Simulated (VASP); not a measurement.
# SiO2 (P4_12_12) in VASP: further runs, part 2 of 2

VASP 6.6.1.

### Step 3. Electric field gradients, r2SCAN

Contents of POSCAR:

```
SiO2
1.0
    4.9860000000      0.0000000000      0.0000000000
    0.0000000000      4.9860000000      0.0000000000
    0.0000000000      0.0000000000      6.9770000000
Si O
4 8
Direct
    0.3031541453      0.3031541453      0.0000000000
    0.1968458547      0.8031541453      0.2500000000
    0.6968458547      0.6968458547      0.5000000000
    0.8031541453      0.1968458547      0.7500000000
    0.2376437287      0.1126727351      0.1830633610
    0.3873272649      0.7376437287      0.4330633610
    0.7623562713      0.8873272649      0.6830633610
    0.6126727351      0.2623562713      0.9330633610
    0.7376437287      0.3873272649      0.5669366390
    0.8873272649      0.7623562713      0.3169366390
    0.2623562713      0.6126727351      0.0669366390
    0.1126727351      0.2376437287      0.8169366390
```

Contents of INCAR.step1:

```
SYSTEM = SiO2
PREC = Accurate
ENCUT = 520
ISMEAR = -1
SIGMA = 0.02
LREAL = .FALSE.
LASPH = .TRUE.
NELM = 100
NBANDS = 44
GGA = PE
ALGO = Normal
EDIFF = 1E-4
LWAVE = .TRUE.
LCHARG = .FALSE.
```

Contents of INCAR.step2:

```
SYSTEM = SiO2
PREC = Accurate
ENCUT = 520
EDIFF = 1E-8
ISMEAR = -1
SIGMA = 0.02
LREAL = .FALSE.
LASPH = .TRUE.
NELM = 100
ALGO = Normal
ISIF = 2
LWAVE = .FALSE.
LCHARG = .FALSE.
METAGGA = R2SCAN
LMIXTAU = .TRUE.
LEFG = .TRUE.
NBANDS = 44
ISTART = 1
```

Contents of KPOINTS:

```
Automatic mesh
0
G
  5 5 4
  0 0 0
```

Potentials or basis: VASP PAW PBE potentials, release 64 (Si, O).

Command:

```
$ cat potpaw_PBE.64/Si/POTCAR potpaw_PBE.64/O/POTCAR > POTCAR
$ cp INCAR.step1 INCAR
$ mpirun -np 1 vasp_std > vasp.out
$ cp INCAR.step2 INCAR
$ mpirun -np 1 vasp_std > vasp.out
```

OUTCAR:

```text
SYSTEM = SiO2
   PREC = Accurate
   ENCUT = 520
   EDIFF = 1E-8
   ISMEAR = -1
   LREAL = .FALSE.
   LASPH = .TRUE.
   NELM = 100
   ISIF = 2
   METAGGA = R2SCAN
   ISTART = 1

 ion  position               nearest neighbor table
   1  0.303  0.303  0.000-   5 1.62  12 1.62  11 1.63   8 1.63   2 3.09   4 3.09   2 3.09   4 3.09

   2  0.197  0.803  0.250-   6 1.62  11 1.62  10 1.63   5 1.63   1 3.09   3 3.09   1 3.09   3 3.09

   3  0.697  0.697  0.500-   7 1.62  10 1.62   9 1.63   6 1.63   2 3.09   4 3.09   4 3.09   2 3.09

   4  0.803  0.197  0.750-   8 1.62   9 1.62   7 1.63  12 1.63   1 3.09   3 3.09   3 3.09   1 3.09

   5  0.238  0.113  0.183-   1 1.62   2 1.63
   6  0.387  0.738  0.433-   2 1.62   3 1.63
   7  0.762  0.887  0.683-   3 1.62   4 1.63
   8  0.613  0.262  0.933-   4 1.62   1 1.63
   9  0.738  0.387  0.567-   4 1.62   3 1.63
  10  0.887  0.762  0.317-   3 1.62   2 1.63
  11  0.262  0.613  0.067-   2 1.62   1 1.63
  12  0.113  0.238  0.817-   1 1.62   4 1.63

  LATTYP: Found a simple tetragonal cell.
 ALAT       =     4.9860000000
 C/A-ratio  =     1.3993180907

  Lattice vectors:

 A1 = (   4.9860000000,   0.0000000000,   0.0000000000)
 A2 = (   0.0000000000,   4.9860000000,   0.0000000000)
 A3 = (   0.0000000000,   0.0000000000,   6.9770000000)

Analysis of symmetry for initial positions (statically):
=====================================================================
 Subroutine PRICEL returns:
 Original cell was already a primitive cell.

 Routine SETGRP: Setting up the symmetry group for a
 simple tetragonal supercell.

 Subroutine GETGRP returns: Found  8 space group operations
 (whereof  2 operations were pure point group operations)
 out of a pool of 16 trial point group operations.

The static configuration has the point symmetry C_2 .
 The point group associated with its full space group is D_4 .

Analysis of symmetry for dynamics (positions and initial velocities):
=====================================================================
 Subroutine PRICEL returns:
 Original cell was already a primitive cell.

 Routine SETGRP: Setting up the symmetry group for a
 simple tetragonal supercell.

 Subroutine GETGRP returns: Found  8 space group operations
 (whereof  2 operations were pure point group operations)
 out of a pool of 16 trial point group operations.

The dynamic configuration has the point symmetry C_2 .
 The point group associated with its full space group is D_4 .

 Subroutine INISYM returns: Found  8 space group operations
 (whereof  2 operations are pure point group operations),
 and found     1 'primitive' translations

----------------------------------------------------------------------------------------

                                     Primitive cell

  volume of cell :     173.4496

  direct lattice vectors                    reciprocal lattice vectors
     4.986000000  0.000000000  0.000000000     0.200561572  0.000000000  0.000000000
[... 152 lines left out ...]
 Fermi energy:         0.0698347493

 k-point     1 :       0.0000    0.0000    0.0000
  band No.  band energies     occupation
      1     -20.7206      2.00000
      2     -19.8450      2.00000
      3     -19.8450      2.00000
      4     -18.7527      2.00000
      5     -18.6804      2.00000
      6     -18.6794      2.00000
[... 835 lines left out ...]
     43      11.1586      0.00000
     44      11.1586      0.00000

------------------------ aborting loop because EDIFF is reached ----------------------------------------

  FORCE on cell =-STRESS in cart. coord.  units (eV):
  Direction    XX          YY          ZZ          XY          YZ          ZX
  --------------------------------------------------------------------------------------
  -------------------------------------------------------------------------------------
  Total       -3.3950087     -3.3950087     -4.2512778     -0.0000000      0.0000000      0.0000000
  in kB      -31.3601553    -31.3601553    -39.2696290     -0.0000000      0.0000000      0.0000000
  external PRESSURE =     -33.9966465 kB  Pullay stress =       0.0000000 kB

 VOLUME and BASIS-vectors are now :
 -----------------------------------------------------------------------------
  energy-cutoff  :      520.00
  volume of cell :      173.45
      direct lattice vectors                 reciprocal lattice vectors
     4.986000000  0.000000000  0.000000000     0.200561572  0.000000000  0.000000000
     0.000000000  4.986000000  0.000000000     0.000000000  0.200561572  0.000000000
     0.000000000  0.000000000  6.977000000     0.000000000  0.000000000  0.143328078

 POSITION                                       TOTAL-FORCE (eV/Angst)
 -----------------------------------------------------------------------------------
      1.51153      1.51153      0.00000         0.062913      0.062913     -0.000000
      0.98147      4.00453      1.74425        -0.062913      0.062913     -0.000000
      3.47447      3.47447      3.48850        -0.062913     -0.062913     -0.000000
      4.00453      0.98147      5.23275         0.062913     -0.062913     -0.000000
      1.18489      0.56179      1.27723         0.030451     -0.159106     -0.228435
      1.93121      3.67789      3.02148         0.159106      0.030451     -0.228435
      3.80111      4.42421      4.76573        -0.030451      0.159106     -0.228435
      3.05479      1.30811      6.50998        -0.159106     -0.030451     -0.228435
      3.67789      1.93121      3.95552         0.030451      0.159106      0.228435
      4.42421      3.80111      2.21127         0.159106     -0.030451      0.228435
      1.30811      3.05479      0.46702        -0.030451     -0.159106      0.228435
      0.56179      1.18489      5.69977        -0.159106      0.030451      0.228435
 -----------------------------------------------------------------------------------
    total drift:                               -0.000000      0.000000      0.000000

  FREE ENERGIE OF THE ION-ELECTRON SYSTEM (eV)
  ---------------------------------------------------
  free  energy   TOTEN  =      -119.1246798367 eV

  energy  without entropy=     -119.1246798367  energy(sigma->0) =     -119.12467984

 Electric field gradients (V/A^2)
---------------------------------------------------------------------
 ion       V_xx      V_yy      V_zz      V_xy      V_xz      V_yz
---------------------------------------------------------------------
   1       0.487     0.487    -0.974     0.257     2.443    -2.443
   2       0.487     0.487    -0.974    -0.257     2.443     2.443
   3       0.487     0.487    -0.974     0.257    -2.443     2.443
   4       0.487     0.487    -0.974    -0.257    -2.443    -2.443
   5     -48.767    43.956     4.811    18.831   -14.324   -57.635
   6      43.956   -48.767     4.811   -18.831    57.635   -14.324
   7     -48.767    43.956     4.811    18.831    14.324    57.635
   8      43.956   -48.767     4.811   -18.831   -57.635    14.324
   9     -48.767    43.956     4.811   -18.831    14.324   -57.635
  10      43.956   -48.767     4.811    18.831   -57.635   -14.324
  11     -48.767    43.956     4.811   -18.831   -14.324    57.635
  12      43.956   -48.767     4.811    18.831    57.635    14.324
---------------------------------------------------------------------

 Electric field gradients after diagonalization (V/A^2)
 (convention: |V_zz| > |V_xx| > |V_yy|)
----------------------------------------------------------------------
 ion       V_xx      V_yy      V_zz     asymmetry (V_yy - V_xx)/ V_zz
----------------------------------------------------------------------
   1       3.135     0.745    -3.880       0.616
   2       3.135     0.745    -3.880       0.616
   3       3.135     0.745    -3.880       0.616
   4       3.135     0.745    -3.880       0.616
   5     -52.846   -36.457    89.302       0.184
   6     -52.846   -36.457    89.302       0.184
   7     -52.846   -36.457    89.302       0.184
   8     -52.846   -36.457    89.302       0.184
   9     -52.846   -36.457    89.302       0.184
  10     -52.846   -36.457    89.302       0.184
  11     -52.846   -36.457    89.302       0.184
  12     -52.846   -36.457    89.302       0.184
----------------------------------------------------------------------

           NMR quadrupolar parameters

 Cq : quadrupolar parameter    Cq=e*Q*V_zz/h
 eta: asymmetry parameters     (V_yy - V_xx)/ V_zz
 Q  : nuclear electric quadrupole moment in mb (millibarn)
----------------------------------------------------------------------
 ion       Cq(MHz)       eta       Q (mb)
----------------------------------------------------------------------
   1      -0.009       0.616       1.000
   2      -0.009       0.616       1.000
   3      -0.009       0.616       1.000
   4      -0.009       0.616       1.000
   5       0.216       0.184       1.000
   6       0.216       0.184       1.000
   7       0.216       0.184       1.000
   8       0.216       0.184       1.000
   9       0.216       0.184       1.000
  10       0.216       0.184       1.000
  11       0.216       0.184       1.000
  12       0.216       0.184       1.000
----------------------------------------------------------------------
```

Wall time 4.5 min (1 thread of Intel Xeon 6975P-C (Granite Rapids), shared host); peak memory 0.35 GiB.

What came out:

* Free energy: -119.1247 eV
* Pressure: -3.4 GPa
* Largest force: 0.280 eV/Å
* Band gap on the k mesh: 6.25 eV
* Largest electric field gradient by atom: Si -3.9; O +89.3 V/Å²

Forces in eV/Å, atoms in the order of the input:
```
Si   0.063  0.063  0.000
Si  -0.063  0.063  0.000
Si  -0.063 -0.063  0.000
Si   0.063 -0.063  0.000
O    0.030 -0.159 -0.228
O    0.159  0.030 -0.228
O   -0.030  0.159 -0.228
O   -0.159 -0.030 -0.228
O    0.030  0.159  0.228
O    0.159 -0.030  0.228
O   -0.030 -0.159  0.228
O   -0.159  0.030  0.228
```

Levels at points of the mesh, in eV from the valence-band top:
```csv
k point,band 30,band 31,band 32,band 33,band 34,band 35
"(0.00, 0.00, 0.00)",-0.33,-0.33,0.00,6.25,9.58,9.58
"(0.00, 0.00, 0.50)",-0.54,-0.37,-0.37,7.53,7.53,10.19
```

Electric field gradients, principal values (V/Å²):
```csv
atom,least,middle,greatest (by size)
1 Si,0.745,3.135,-3.880
2 Si,0.745,3.135,-3.880
3 Si,0.745,3.135,-3.880
4 Si,0.745,3.135,-3.880
5 O,-36.457,-52.846,89.302
6 O,-36.457,-52.846,89.302
7 O,-36.457,-52.846,89.302
8 O,-36.457,-52.846,89.302
9 O,-36.457,-52.846,89.302
10 O,-36.457,-52.846,89.302
11 O,-36.457,-52.846,89.302
12 O,-36.457,-52.846,89.302
```

Caveat: the cell stands under tension; without QUAD_EFG the Cq values of the log hold for a quadrupole moment of 1 mb, not for the nuclei; the PAW data sets were made with another functional, which shifts forces and pressure a little.
